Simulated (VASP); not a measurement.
# SnO in VASP: single point with PBE+D3(BJ)

Aim: the single point of SnO with PBE+D3(BJ).

Everything below comes from runs of VASP 6.6.1. Logs are shortened: lines on timing, memory, paths and dates and some standing lists are left out, and cuts for length are marked.

## (1) The cell of the first run

The cell holds a slab with vacuum, 8 atoms: a = 3.820 Å, b = 3.820 Å, c = 22.226 Å, α = 90.00°, β = 90.00°, γ = 90.00°.

## (2) Single point, PBE+D3(BJ)

The input, INCAR:

```
ALGO = Normal
DIPOL = 0.5 0.5 0.394
EDIFF = 1E-6
ENCUT = 520
GGA = PE
IDIPOL = 3
ISIF = 2
ISMEAR = 0
IVDW = 12
LASPH = T
LCHARG = T
LDIPOL = T
LELF = T
LREAL = F
LVACPOTAV = T
LVHAR = T
LWAVE = F
NBANDS = 50
NELM = 80
PREC = Accurate
SIGMA = 0.05
```

The input, KPOINTS:

```
k-points
0
Gamma
  7 7 1
```

The input, POSCAR:

```
SnO
1.0
    3.8201526160      0.0002954389      0.0000000000
   -0.0003145156      3.8201526145      0.0000000000
    0.0000000000      0.0000000000     22.2260756252
Sn O
4 4
Direct
    0.9999453016      0.9999453016      0.2024648920
    0.4999453016      0.4999453016      0.3087831576
    0.4999453016      0.7499453016      0.4797535108
   -0.0000546984      0.2499453016      0.5860717765
    0.9999461184      0.4999461184      0.2556240248
    0.4999461184      0.9999461184      0.2556240248
    0.4999461184      0.2499461184      0.5329126436
   -0.0000538816      0.7499461184      0.5329126436
```

Potentials or basis: VASP PAW PBE potentials, release 64 (Sn_d, O).

Run with:

```console
$ cat potpaw_PBE.64/Sn_d/POTCAR potpaw_PBE.64/O/POTCAR > POTCAR
$ mpirun -np 1 vasp_std > vasp.out
```

OUTCAR:

```text
EDIFF = 1E-6
   ENCUT = 520
   GGA = PE
   ISIF = 2
   ISMEAR = 0
   IVDW = 12
   LASPH = T
   LREAL = F
   NELM = 80
   PREC = Accurate
 IVDW          = 12

 ion  position               nearest neighbor table
   1  1.000  1.000  0.202-   6 2.25   5 2.25   6 2.25   5 2.25   2 3.59   2 3.59   2 3.59   2 3.59

   2  0.500  0.500  0.309-   5 2.25   6 2.25   5 2.25   6 2.25   1 3.59   1 3.59   1 3.59   1 3.59

   3  0.500  0.750  0.480-   8 2.25   7 2.25   8 2.25   7 2.25   4 3.59   4 3.59   4 3.59   4 3.59

   4  1.000  0.250  0.586-   7 2.25   8 2.25   7 2.25   8 2.25   3 3.59   3 3.59   3 3.59   3 3.59

   5  1.000  0.500  0.256-   2 2.25   1 2.25   2 2.25   1 2.25
   6  0.500  1.000  0.256-   1 2.25   2 2.25   1 2.25   2 2.25
   7  0.500  0.250  0.533-   3 2.25   4 2.25   3 2.25   4 2.25
   8  1.000  0.750  0.533-   3 2.25   4 2.25   3 2.25   4 2.25

  LATTYP: Found a simple tetragonal cell.
 ALAT       =     3.8201526274
 C/A-ratio  =     5.8181119429

  Lattice vectors:

 A1 = (   3.8201526160,   0.0002954389,   0.0000000000)
 A2 = (  -0.0003145156,   3.8201526145,   0.0000000000)
 A3 = (   0.0000000000,   0.0000000000,  22.2260756252)

Analysis of symmetry for initial positions (statically):
=====================================================================
 Subroutine PRICEL returns:
 Original cell was already a primitive cell.

 Routine SETGRP: Setting up the symmetry group for a
 simple tetragonal supercell.

 Subroutine GETGRP returns: Found  4 space group operations
 (whereof  1 operations were pure point group operations)
 out of a pool of 16 trial point group operations.

The static configuration has the point symmetry C_1 .
 The point group associated with its full space group is C_2h.

Analysis of symmetry for dynamics (positions and initial velocities):
=====================================================================
 Subroutine PRICEL returns:
 Original cell was already a primitive cell.

 Routine SETGRP: Setting up the symmetry group for a
 simple tetragonal supercell.

 Subroutine GETGRP returns: Found  4 space group operations
 (whereof  1 operations were pure point group operations)
 out of a pool of 16 trial point group operations.

The dynamic configuration has the point symmetry C_1 .
 The point group associated with its full space group is C_2h.

 Subroutine INISYM returns: Found  4 space group operations
 (whereof  1 operations are pure point group operations),
 and found     1 'primitive' translations

----------------------------------------------------------------------------------------
[... 109 lines left out ...]
   EMIN   =  10.00;   EMAX   =-10.00  energy-range for DOS
   EFERMI =   0.00;   METHOD = LEGACY
   ISMEAR =     0;   SIGMA  =   0.05  broadening in eV -4-tet -1-fermi 0-gaus
   EFERMI_NEDOS =   21; number of points for ismear=-14 and -15
   IALGO  =     38    algorithm
   IMIX   =      4    mixing-type and parameters
     AMIX     =   0.40;   BMIX     =  1.00
     AMIX_MAG =   1.60;   BMIX_MAG =  1.00
  volume/ion in A,a.u.               =      40.54       273.61
  Fermi-wavevector in a.u.,A,eV,Ry     =   1.026668  1.940121 14.341187  1.054047
  Thomas-Fermi vector in A             =   2.160573
   LORBIT       =      0    0 simple, 1 ext, 2 COOP (PROOUT), +10 PAW based schemes
   GGA     = PE    functional components
   LHFCALC =     F    Hartree Fock is set to
   AEXX    =    0.0000 exact exchange contribution
   IVDW    =    12    specifies the selected vdW correction
   LEPSILON=     F    determine dielectric tensor
   LRPA    =     F    only Hartree local field effects (RPA)
 non-spin polarized calculation
 Gauss-broadening in eV      SIGMA  =   0.05
  energy-cutoff  :      520.00
  volume of cell :      324.36
 maximum number of plane-waves:      8769
   NGX = 15   NGY = 15   NGZ = 83

 dipolmoment           0.000000      0.000000      0.000099 electrons x Angstroem

 number of electron      79.9999970 magnetization

 dipolmoment           0.000000      0.000000     -0.000001 electrons x Angstroem

 Free energy of the ion-electron system (eV)
  ---------------------------------------------------
  ext. energy  EPLUGINS =         0.00000000
  ---------------------------------------------------
  free energy    TOTEN  =       -45.08618621 eV

  energy without entropy =      -45.08618621  energy(sigma->0) =      -45.08618621

 E-fermi :   0.1906     XC(G=0):  -5.2635

 val. band max:       -0.0426291584   @ k =   0.2857   0.0000   0.0000
 cond. band min:       2.0279989402   @ k =   0.4286   0.0000   0.0000
 fundamental gap:      2.0706280986
 Fermi energy:         0.1905913453

 k-point     1 :       0.0000    0.0000    0.0000
  band No.  band energies     occupation
      1     -21.0416      2.00000
      2     -21.0414      2.00000
      3     -20.6813      2.00000
      4     -20.6812      2.00000
      5     -20.6462      2.00000
      6     -20.6446      2.00000
[... 837 lines left out ...]
     49       6.0515      0.00000
     50       6.2727      0.00000

------------------------ aborting loop because EDIFF is reached ----------------------------------------

 Edisp (eV)   -1.27323

 E8    (eV) :    -0.5629

  FORCE on cell =-STRESS in cart. coord.  units (eV):
  Direction    XX          YY          ZZ          XY          YZ          ZX
  --------------------------------------------------------------------------------------
  -------------------------------------------------------------------------------------
  Total       0.34572     0.47401     0.74915    -0.00001     0.64994    -0.00005
  in kB       1.70771     2.34140     3.70047    -0.00006     3.21039    -0.00026
  external pressure =        2.58 kB  Pullay stress =        0.00 kB

 VOLUME and BASIS-vectors are now :
 -----------------------------------------------------------------------------
  energy-cutoff  :      520.00
  volume of cell :      324.36
      direct lattice vectors                 reciprocal lattice vectors
     3.820152616  0.000295439  0.000000000     0.261769645  0.000021552  0.000000000
    -0.000314516  3.820152614  0.000000000    -0.000020244  0.261769645  0.000000000
     0.000000000  0.000000000 22.226075625     0.000000000  0.000000000  0.044992198

 POSITION                                       TOTAL-FORCE (eV/Angst)
 -----------------------------------------------------------------------------------
      3.81963      3.82024      4.50000         0.000001     -0.012292     -0.078299
      1.90971      1.91002      6.86304         0.000007     -0.084342     -0.058000
      1.90963      2.86505     10.66304        -0.000007      0.084342      0.058000
      3.81987      0.95512     13.02608        -0.000001      0.012292      0.078299
      3.81979      1.91017      5.68152        -0.000002      0.024790      0.000311
      1.90956      3.82009      5.68152         0.000005     -0.061218     -0.002717
      1.90979      0.95498     11.84456        -0.000005      0.061218      0.002717
      3.81971      2.86520     11.84456         0.000002     -0.024790     -0.000311
 -----------------------------------------------------------------------------------
    total drift:                               -0.013975     -0.013978     -0.000061

  FREE ENERGIE OF THE ION-ELECTRON SYSTEM (eV)
  ---------------------------------------------------
  free  energy   TOTEN  =       -46.3594150098 eV

  energy  without entropy=      -46.3594150098  energy(sigma->0) =      -46.35941501

 vacuum level on the upper side and lower side of the slab         4.945         4.945
```

OSZICAR:

```text
N       E                     dE             d eps       ncg     rms          rms(c)
DAV:   1     0.947848016011E+03    0.94785E+03   -0.38122E+04  1704   0.181E+03
DAV:   2     0.136564463491E+03   -0.81128E+03   -0.78425E+03  1792   0.498E+02
DAV:   3    -0.394031968594E+02   -0.17597E+03   -0.17049E+03  2004   0.220E+02
[... 16 lines left out ...]
DAV:  20    -0.450861757040E+02   -0.19194E-04   -0.89827E-07  1200   0.647E-03    0.254E-03
DAV:  21    -0.450861823243E+02   -0.66202E-05   -0.39939E-07  1170   0.489E-03    0.159E-03
DAV:  22    -0.450861847091E+02   -0.23849E-05   -0.29827E-07  1130   0.330E-03    0.305E-04
DAV:  23    -0.450861860699E+02   -0.13608E-05   -0.15209E-07  1120   0.353E-03    0.250E-04
DAV:  24    -0.450861862062E+02   -0.13625E-06   -0.49528E-08  1162   0.157E-03
   1 F= -.46359415E+02 E0= -.46359415E+02  d E =-.761004E-12
```

stdout:

```text
POSCAR found type information on POSCAR SnO
 POSCAR found :  2 types and       8 ions
 scaLAPACK will be used
 LDA part: xc-table for (Slater+PW92), standard interpolation
 POSCAR, INCAR and KPOINTS ok, starting setup
 FFT: planning ... GRIDC
 FFT: planning ... GRID_SOFT
 FFT: planning ... GRID
 WAVECAR not read
 entering main loop
 -----------------------------------------------------------------------------
|                                                                             |
|           W    W    AA    RRRRR   N    N  II  N    N   GGGG   !!!           |
|           W    W   A  A   R    R  NN   N  II  NN   N  G    G  !!!           |
|           W    W  A    A  R    R  N N  N  II  N N  N  G       !!!           |
|           W WW W  AAAAAA  RRRRR   N  N N  II  N  N N  G  GGG   !            |
|           WW  WW  A    A  R   R   N   NN  II  N   NN  G    G                |
|           W    W  A    A  R    R  N    N  II  N    N   GGGG   !!!           |
|                                                                             |
|     Did not find any points to average over, which means that no vacuum     |
|     field-free region was found. Please increase the size of  your cell     |
|     in the dimension of the dipole correction to obtain accurate            |
|     workfunction values.                                                    |
|                                                                             |
 -----------------------------------------------------------------------------
```

Wall time 12 min (1 thread of Oxide Virtual Turin-like, shared host); peak memory 0.41 GiB.

What came out:

* Free energy: -46.3594 eV
* Largest force: 0.102 eV/Å
* Band gap on the k mesh: 2.07 eV, indirect (least direct gap 2.28 eV)
* Dispersion energy per atom: -0.159 eV

Forces on the atoms (eV/Å):
```
Sn   0.000 -0.012 -0.078
Sn   0.000 -0.084 -0.058
Sn   0.000  0.084  0.058
Sn   0.000  0.012  0.078
O    0.000  0.025  0.000
O    0.000 -0.061 -0.003
O    0.000  0.061  0.003
O    0.000 -0.025  0.000
```

Levels at points of the mesh, in eV from the valence-band top:
| k point | band 36 | band 37 | band 38 | band 39 | band 40 | band 41 | band 42 | band 43 | band 44 | band 45 |
| --- | --- | --- | --- | --- | --- | --- | --- | --- | --- | --- |
| (0.00, 0.00, 0.00) | -2.09 | -2.09 | -2.09 | -0.86 | -0.05 | 2.41 | 2.72 | 2.72 | 3.94 | 4.75 |

Caveat: spin-orbit coupling is left out, which moves the levels of the heavy elements.
